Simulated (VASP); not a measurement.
# PbO2 (P4_2/mnm) in VASP: relaxation of cell and atoms with r2SCAN

Aim: the relaxation of cell and atoms of PbO2 with r2SCAN.

All numbers are computed with VASP 6.6.1; they aren't measurements. Logs are shortened: lines on timing, memory, paths and dates and some standing lists are left out, and cuts for length are marked.

## (1) The cell of the first run

Symmetry: P4_2/mnm, No. 136, tetragonal system. Conventional cell: a = 4.995 Å, b = 4.995 Å, c = 3.409 Å, α = 90.00°, β = 90.00°, γ = 90.00°. Pb (site symmetry mmm) has 6 O at 2.17 to 2.18 Å within 2.9 Å. O (site symmetry m2m) has 3 Pb at 2.17 to 2.18 Å and 1 O at 2.72 Å within 2.9 Å.

## (2) Relaxation of cell and atoms, r2SCAN

Input file POSCAR:

```
PbO2
1.0
    4.9949598700      0.0000000000      0.0000000000
    0.0000000000      4.9949598700      0.0000000000
    0.0000000000      0.0000000000      3.4090009600
Pb O
2 4
Direct
    0.5000000000      0.5000000000      0.5000000000
    0.0000000000      0.0000000000      0.0000000000
    0.6925710400      0.6925710400      0.0000000000
    0.8074289600      0.1925710400      0.5000000000
    0.1925710400      0.8074289600      0.5000000000
    0.3074289600      0.3074289600      0.0000000000
```

Input file INCAR.step1:

```
  PREC = Accurate
  ENCUT = 600
  ISMEAR = -1
  SIGMA = 0.05
  LREAL = False
  LASPH = True
  NELM = 100
  GGA = PE
  ALGO = Normal
  EDIFF = 1E-4
  LWAVE = True
  LCHARG = False
```

Input file INCAR.step2:

```
  PREC = Accurate
  ENCUT = 600
  EDIFF = 1E-7
  ISMEAR = -1
  SIGMA = 0.05
  LREAL = False
  LASPH = True
  NELM = 100
  ALGO = Normal
  ISIF = 3
  LWAVE = False
  LCHARG = False
  METAGGA = R2SCAN
  LMIXTAU = True
  IBRION = 2
  NSW = 60
  EDIFFG = -0.01
  ISTART = 1
```

Input file KPOINTS:

```
regular mesh
0
Gamma
  5 5 6
```

Potentials or basis: VASP PAW PBE potentials, release 64 (Pb_d, O).

Started as:

```bash
$ cat potpaw_PBE.64/Pb_d/POTCAR potpaw_PBE.64/O/POTCAR > POTCAR
$ cp INCAR.step1 INCAR
$ mpirun -np 1 vasp_std > vasp.out
$ cp INCAR.step2 INCAR
$ mpirun -np 1 vasp_std > vasp.out
```

OUTCAR:

```text
PREC = Accurate
   ENCUT = 600
   EDIFF = 1E-7
   ISMEAR = -1
   LREAL = False
   LASPH = True
   NELM = 100
   ISIF = 3
   METAGGA = R2SCAN
   IBRION = 2
   NSW = 60
   EDIFFG = -0.01
   ISTART = 1

 ion  position               nearest neighbor table
   1  0.500  0.500  0.500-   4 2.17   5 2.17   3 2.18   6 2.18   3 2.18   6 2.18   2 3.92   2 3.92
                             2 3.92   2 3.92   2 3.92   2 3.92   2 3.92   2 3.92
   2  0.000  0.000  0.000-   3 2.17   6 2.17   5 2.18   4 2.18   4 2.18   5 2.18   1 3.92   1 3.92
                             1 3.92   1 3.92   1 3.92   1 3.92   1 3.92   1 3.92
   3  0.693  0.693  0.000-   2 2.17   1 2.18   1 2.18
   4  0.807  0.193  0.500-   1 2.17   2 2.18   2 2.18
   5  0.193  0.807  0.500-   1 2.17   2 2.18   2 2.18
   6  0.307  0.307  0.000-   2 2.17   1 2.18   1 2.18

  LATTYP: Found a simple tetragonal cell.
 ALAT       =     4.9949598700
 C/A-ratio  =     0.6824881578

  Lattice vectors:

 A1 = (   4.9949598700,   0.0000000000,   0.0000000000)
 A2 = (   0.0000000000,   4.9949598700,   0.0000000000)
 A3 = (   0.0000000000,   0.0000000000,   3.4090009600)

Analysis of symmetry for initial positions (statically):
=====================================================================
 Subroutine PRICEL returns:
 Original cell was already a primitive cell.

 Routine SETGRP: Setting up the symmetry group for a
 simple tetragonal supercell.

 Subroutine GETGRP returns: Found 16 space group operations
 (whereof  8 operations were pure point group operations)
 out of a pool of 16 trial point group operations.

The static configuration has the point symmetry D_2h.
 The point group associated with its full space group is D_4h.

Analysis of symmetry for dynamics (positions and initial velocities):
=====================================================================
 Subroutine PRICEL returns:
 Original cell was already a primitive cell.

 Routine SETGRP: Setting up the symmetry group for a
 simple tetragonal supercell.

 Subroutine GETGRP returns: Found 16 space group operations
 (whereof  8 operations were pure point group operations)
 out of a pool of 16 trial point group operations.

The dynamic configuration has the point symmetry D_2h.
 The point group associated with its full space group is D_4h.

 Subroutine INISYM returns: Found 16 space group operations
 (whereof  8 operations are pure point group operations),
 and found     1 'primitive' translations

----------------------------------------------------------------------------------------

                                     Primitive cell

  volume of cell :      85.0533

  direct lattice vectors                    reciprocal lattice vectors
     4.994959870  0.000000000  0.000000000     0.200201809  0.000000000  0.000000000
     0.000000000  4.994959870  0.000000000     0.000000000  0.200201809  0.000000000
     0.000000000  0.000000000  3.409000960     0.000000000  0.000000000  0.293341073

  length of vectors
     4.994959870  4.994959870  3.409000960     0.200201809  0.200201809  0.293341073

  position of ions in fractional coordinates (direct lattice)
     0.500000000  0.500000000  0.500000000
     0.000000000  0.000000000  0.000000000
     0.692571040  0.692571040  0.000000000
     0.807428960  0.192571040  0.500000000
     0.192571040  0.807428960  0.500000000
     0.307428960  0.307428960  0.000000000

  ion indices of the primitive-cell ions
   primitive index   ion index
                 1           1
                 2           2
                 3           3
                 4           4
                 5           5
                 6           6

----------------------------------------------------------------------------------------

 KPOINTS: regular mesh

Automatic generation of k-mesh.
 Grid dimensions read from file:
 generate k-points for:    5    5    6

 Generating k-lattice:

  Cartesian coordinates                     Fractional coordinates (reciprocal lattice)
     0.040040362  0.000000000  0.000000000     0.200000000  0.000000000  0.000000000
     0.000000000  0.040040362  0.000000000     0.000000000  0.200000000  0.000000000
     0.000000000  0.000000000  0.048890179     0.000000000  0.000000000  0.166666667

  Length of vectors
     0.040040362  0.040040362  0.048890179

  Shift w.r.t. Gamma in fractional coordinates (k-lattice)
     0.000000000  0.000000000  0.000000000

 Subroutine IBZKPT returns following result:
 ===========================================

 Found     24 irreducible k-points:

 Following reciprocal coordinates:
            Coordinates               Weight
  0.000000  0.000000  0.000000      1.000000
  0.200000  0.000000  0.000000      4.000000
  0.400000  0.000000  0.000000      4.000000
  0.200000  0.200000  0.000000      4.000000
  0.400000  0.200000  0.000000      8.000000
  0.400000  0.400000  0.000000      4.000000
[... 16 lines left out ...]
  0.400000  0.200000  0.500000      8.000000
  0.400000  0.400000  0.500000      4.000000
   k-points           NKPTS =     24   k-points in BZ     NKDIM =     24   number of bands    NBANDS=     31
   number of dos      NEDOS =    301   number of ions     NIONS =      6
   total plane-waves  NPLWV =  44800
   dimension x,y,z NGX =    40 NGY =   40 NGZ =   28
   dimension x,y,z NGXF=    80 NGYF=   80 NGZF=   56
   ions per type =               2   4
   NGX,Y,Z   is equivalent  to a cutoff of  13.31, 13.31, 13.65 a.u.
   NGXF,Y,Z  is equivalent  to a cutoff of  26.63, 26.63, 27.31 a.u.
 SYSTEM =  unknown system
   PREC   = accura    normal or accurate (medium, high low for compatibility)
   ISTART =      1    job   : 0-new  1-cont  2-samecut
   ICHARG =      0    charge: 1-file 2-atom 10-const
   ISPIN  =      1    spin polarized calculation?
   LNONCOLLINEAR =      F non collinear calculations
   LSORBIT =      F    spin-orbit coupling
   LASPH  =      T    aspherical Exc in radial PAW
   ENCUT  =  600.0 eV  44.10 Ry    6.64 a.u.   9.98  9.98  6.81*2*pi/ulx,y,z
   NELM   =    100;   NELMIN=  2; NELMDL=  0     # of ELM steps
   EDIFF  = 0.1E-06   stopping-criterion for ELM
   LREAL  =      F    real-space projection
   EDIFFG = -.1E-01   stopping-criterion for IOM
   NSW    =     60    number of steps for IOM
   IBRION =      2    ionic relax: 0-MD 1-quasi-New 2-CG
   NFREE  =      1    steps in history (QN), initial steepest desc. (CG)
   ISIF   =      3    stress and relaxation
   ISYM   =      2    0-nonsym 1-usesym 2-fastsym
   POTIM  = 0.5000    time-step for ionic-motion
   TEBEG  =    0.0;   TEEND  =   0.0 temperature during run
   PSTRESS=    0.0 pullay stress
   NELECT =      52.0000    total number of electrons
   NUPDOWN=      -1.0000    fix difference up-down
   EMIN   =  10.00;   EMAX   =-10.00  energy-range for DOS
   EFERMI =   0.00;   METHOD = LEGACY
   ISMEAR =    -1;   SIGMA  =   0.05  broadening in eV -4-tet -1-fermi 0-gaus
   EFERMI_NEDOS =   21; number of points for ismear=-14 and -15
   IALGO  =     38    algorithm
   IMIX   =      4    mixing-type and parameters
     AMIX     =   0.40;   BMIX     =  1.00
     AMIX_MAG =   1.60;   BMIX_MAG =  1.00
  volume/ion in A,a.u.               =      14.18        95.66
  Fermi-wavevector in a.u.,A,eV,Ry     =   1.389458  2.625696 26.267337  1.930595
  Thomas-Fermi vector in A             =   2.513487
   LORBIT       =      0    0 simple, 1 ext, 2 COOP (PROOUT), +10 PAW based schemes
   METAGGA = R2SCAN    functional components
   LHFCALC =     F    Hartree Fock is set to
   AEXX    =    0.0000 exact exchange contribution
   IVDW    =     0    specifies the selected vdW correction
   LEPSILON=     F    determine dielectric tensor
   LRPA    =     F    only Hartree local field effects (RPA)
 conjugate gradient relaxation of ions
 non-spin polarized calculation
  energy-cutoff  :      600.00
  volume of cell :       85.05
 maximum number of plane-waves:      2858
 NGX is ok and might be reduce to    40
   NGX = 19   NGY = 19   NGZ = 13

--------------------------------------- Ionic step        1  -------------------------------------------

 number of electron      52.0000009 magnetization

 Free energy of the ion-electron system (eV)
  ---------------------------------------------------
  ext. energy  EPLUGINS =         0.00000000
  ---------------------------------------------------
  free energy    TOTEN  =      -142.27604052 eV

  energy without entropy =     -142.27378141  energy(sigma->0) =     -142.27491096

------------------------ aborting loop because EDIFF is reached ----------------------------------------

  FORCE on cell =-STRESS in cart. coord.  units (eV):
  Direction    XX          YY          ZZ          XY          YZ          ZX
  --------------------------------------------------------------------------------------
  -------------------------------------------------------------------------------------
  Total       -0.0272378     -0.0272378      0.1310252      0.0000000      0.0000000      0.0000000
  in kB       -0.5130874     -0.5130874      2.4681658      0.0000000      0.0000000      0.0000000
  external PRESSURE =       0.4806637 kB  Pullay stress =       0.0000000 kB

 VOLUME and BASIS-vectors are now :
 -----------------------------------------------------------------------------
  energy-cutoff  :      600.00
  volume of cell :       85.05
      direct lattice vectors                 reciprocal lattice vectors
     4.994959870  0.000000000  0.000000000     0.200201809  0.000000000  0.000000000
     0.000000000  4.994959870  0.000000000     0.000000000  0.200201809  0.000000000
     0.000000000  0.000000000  3.409000960     0.000000000  0.000000000  0.293341073
[... 81 lines left out ...]
 POSITION                                       TOTAL-FORCE (eV/Angst)
 -----------------------------------------------------------------------------------
      2.49687      2.49687      1.70650        -0.000000      0.000000      0.000000
      0.00000      0.00000      0.00000        -0.000000      0.000000      0.000000
      3.45941      3.45941      0.00000         0.001265      0.001265      0.000000
      4.03120      0.96254      1.70650        -0.001265      0.001265      0.000000
      0.96254      4.03120      1.70650         0.001265     -0.001265      0.000000
      1.53433      1.53433      0.00000        -0.001265     -0.001265      0.000000
 -----------------------------------------------------------------------------------
    total drift:                                0.000000     -0.000000      0.000000

  FREE ENERGIE OF THE ION-ELECTRON SYSTEM (eV)
  ---------------------------------------------------
  free  energy   TOTEN  =      -142.2761986312 eV

  energy  without entropy=     -142.2739384163  energy(sigma->0) =     -142.27506852

--------------------------------------- Ionic step        4  -------------------------------------------

 number of electron      52.0000009 magnetization

 Free energy of the ion-electron system (eV)
  ---------------------------------------------------
  ext. energy  EPLUGINS =         0.00000000
  ---------------------------------------------------
  free energy    TOTEN  =      -142.27624977 eV

  energy without entropy =     -142.27398119  energy(sigma->0) =     -142.27511548

 E-fermi :   3.8236     XC(G=0): -11.3353

 val. band max:        3.8216363856   @ k =   0.0000   0.0000   0.0000
 cond. band min:       4.2630811583   @ k =   0.2000   0.0000   0.0000
 fundamental gap:      0.4414447727
 Fermi energy:         3.8235618095

 k-point     1 :       0.0000    0.0000    0.0000
  band No.  band energies     occupation
      1     -15.3648      2.00000
      2     -15.2159      2.00000
      3     -13.7001      2.00000
      4     -13.7001      2.00000
      5     -12.1729      2.00000
      6     -11.9365      2.00000
[... 827 lines left out ...]
 POSITION                                       TOTAL-FORCE (eV/Angst)
 -----------------------------------------------------------------------------------
      2.49491      2.49491      1.70686         0.000000      0.000000     -0.000000
     -0.00000      4.98982      0.00000         0.000000      0.000000     -0.000000
      3.45709      3.45709      3.41373        -0.003823     -0.003823      0.000000
      4.02763      0.96219      1.70686         0.003823     -0.003823      0.000000
      0.96219      4.02763      1.70686        -0.003823      0.003823     -0.000000
      1.53272      1.53272      0.00000         0.003823      0.003823     -0.000000
 -----------------------------------------------------------------------------------
    total drift:                               -0.000000      0.000000      0.000000

  FREE ENERGIE OF THE ION-ELECTRON SYSTEM (eV)
  ---------------------------------------------------
  free  energy   TOTEN  =      -142.2762497750 eV

  energy  without entropy=     -142.2739811904  energy(sigma->0) =     -142.27511548

 reached required accuracy - stopping structural energy minimisation
```

Wall time 13 min (1 thread of Intel Xeon Platinum 8375C at 2.90GHz (Ice Lake), shared host); peak memory 0.26 GiB.

Results:

```
Free energy                           : -142.2762 eV
Relaxed volume                        : 14.17 Å³/atom
Relaxed cell                          : a = 4.990 Å, b = 4.990 Å, c = 3.414 Å, α = 90.00°, β = 90.00°, γ = 90.00°
Space group after relaxing (to 0.1 Å) : P4_2/mnm (No. 136)
Energy gained by relaxing             : 0.0 meV/atom
Ionic steps                           : 4
Pressure after relaxing               : 0.0 GPa
Largest force after relaxing          : 0.005 eV/Å
Band gap on the k mesh                : 0.15 eV (least direct gap 0.56 eV)
```

Forces on the atoms (eV/Å):
```
Pb   0.000  0.000  0.000
Pb   0.000  0.000  0.000
O   -0.004 -0.004  0.000
O    0.004 -0.004  0.000
O   -0.004  0.004  0.000
O    0.004  0.004  0.000
```

The path:
| step | energy change (eV) | largest force (eV/Å) | pressure (GPa) | volume (Å³) |
| --- | --- | --- | --- | --- |
| 1 | 0.0000 | 0.0234 | 0.05 | 85.05 |
| 2 | -0.0002 | 0.0033 | -0.10 | 85.11 |
| 3 | -0.0002 | 0.0018 | -0.12 | 85.11 |
| 4 | -0.0002 | 0.0054 | 0.04 | 85.00 |

Final structure:
```
Pb O
1.0
     4.98982    0.00000    0.00000
     0.00000    4.98982    0.00000
     0.00000    0.00000    3.41373
Pb O
2 4
Cartesian
  2.4949 2.4949 1.7069
  0.0000 4.9898 0.0000
  3.4571 3.4571 3.4137
  4.0276 0.9622 1.7069
  0.9622 4.0276 1.7069
  1.5327 1.5327 0.0000
```

Caveat: the PAW data sets were made with another functional, which shifts forces and pressure a little; spin-orbit coupling is left out, which moves the levels of the heavy elements. A k mesh can miss the band edges.

The gap in the log of VASP goes by the Fermi energy; the results here count the filled bands.